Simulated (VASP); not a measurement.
Runs of VASP 6.6.1 on C. The structure is that of space group P6_3/mmc (No. 194), or close to it. The cells are those of the table. 

| task | cell | k mesh | cutoff (eV) | smearing | gap on the mesh (eV) | pressure (GPa) |
| --- | --- | --- | --- | --- | --- | --- |
| single point | a = 2.467, b = 2.467, c = 8.527 Å, angles 90.0, 90.0, 120.0°, 4 atoms | 15 × 15 × 4 | 520 | methfessel-paxton 0.6 eV | none | 0.3 |
| single point | a = 2.467, b = 2.467, c = 8.527 Å, angles 90.0, 90.0, 120.0°, 4 atoms | 15 × 15 × 4 | 520 | methfessel-paxton 1 eV | none | 0.3 |
| relaxation of cell and atoms | relaxed from a = 2.464, b = 2.464, c = 6.711 Å, angles 90.0, 90.0, 120.0°, 4 atoms | 8 × 8 × 3 | 600 | fermi-dirac 0.05 eV | (a) | 0.0 |
| single point | a = 2.467, b = 2.467, c = 8.527 Å, angles 90.0, 90.0, 120.0°, 4 atoms | 15 × 15 × 4 | 520 | methfessel-paxton 0.2 eV | none | 0.4 |
| single point | a = 2.467, b = 2.467, c = 8.527 Å, angles 90.0, 90.0, 120.0°, 4 atoms | 8 × 8 × 3 | 520 | fermi-dirac 0.05 eV | (b) | 0.4 |
| single point | a = 2.467, b = 2.467, c = 8.527 Å, angles 90.0, 90.0, 120.0°, 4 atoms | 15 × 15 × 4 | 520 | methfessel-paxton 0.3 eV | none | 0.4 |
| single point | a = 2.433, b = 2.433, c = 8.411 Å, angles 90.0, 90.0, 120.0°, 4 atoms | 14 × 14 × 4 | 520 | fermi-dirac 0.05 eV | 1.16 | 9.9 |
| single point | a = 2.399, b = 2.399, c = 8.293 Å, angles 90.0, 90.0, 120.0°, 4 atoms | 14 × 14 × 4 | 520 | fermi-dirac 0.05 eV | 1.20 | 21.3 |

Alike in all rows: level PBE; potentials or basis VASP PAW PBE potentials, release 64 (C); no spin polarisation.

Task: Estimate the missing entries.

Result: (a) 1.86; (b) 1.90.

Caveats: this functional lacks dispersion, which binds the layers, so the pressure and a relaxed spacing across them are unreliable.

A k mesh can miss the band edges.

A gap of «none» marks levels without a gap at the run's occupations.
